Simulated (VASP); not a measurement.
Set up this calculation in VASP 6.6.1, as the native input.

```
Task                   : single point
Functional             : PBEsol
Dispersion             : D3(BJ)
Potentials or basis    : VASP PAW PBE potentials, release 64 (Sn_d, O)
Cutoff                 : 520 eV
k mesh                 : 12 × 12 × 10
Occupations            : gaussian, width 0.15 eV
Spin                   : no spin polarisation
Dipole correction      : no
Further INCAR settings : ALGO = Normal; EDIFF = 1e-07; NBANDS = 28
```

The structure of SnO lies in POSCAR:

```
SnO
1.0
    3.9921000000      0.0000000000      0.0000000000
    0.0000000000      3.9921000000      0.0000000000
    0.0000000000      0.0000000000      5.0778000000
Sn O
2 2
Direct
    0.0000000000      0.5000000000      0.2385000000
    0.5000000000      0.0000000000      0.7615000000
    0.0000000000      0.0000000000      0.0000000000
    0.5000000000      0.5000000000      0.0000000000
```

This cell differs from its parent crystal: strain +0.050 along x and y, +0.050 along z.

The input as run:

INCAR

```
PREC = Accurate ; ENCUT = 520
EDIFF = 1E-7 ; ISMEAR = 0
SIGMA = 0.15 ; LREAL = F
LASPH = T ; NELM = 100
ALGO = Normal ; ISIF = 2
LWAVE = F ; LCHARG = T
GGA = PS ; IVDW = 12
LELF = T ; LVHAR = T
NBANDS = 28
```

KPOINTS

```
regular mesh
0
Gamma
  12 12 10
```

Potentials or basis: VASP PAW PBE potentials, release 64 (Sn_d, O).

Launch:

```bash
$ cat potpaw_PBE.64/Sn_d/POTCAR potpaw_PBE.64/O/POTCAR > POTCAR
$ mpirun -np 1 vasp_std > vasp.out
```

It gave:

The pressure is -11.6 GPa. The largest force is 1.535 eV/Å, the band gap on the k mesh is 0.48 eV, indirect (least direct gap 1.87 eV) and the dispersion energy per atom is -0.186 eV.

Caveat: the cell differs from its parent crystal (strain +0.050 along x and y, +0.050 along z); the PAW data sets were made with another functional, which shifts forces and pressure a little; spin-orbit coupling is left out, which moves the levels of the heavy elements.

Wall time 3.5 min on 1 thread of Intel(R) Xeon(R) Platinum 8559C (Emerald Rapids), on a shared host, peak memory 0.41 GiB.
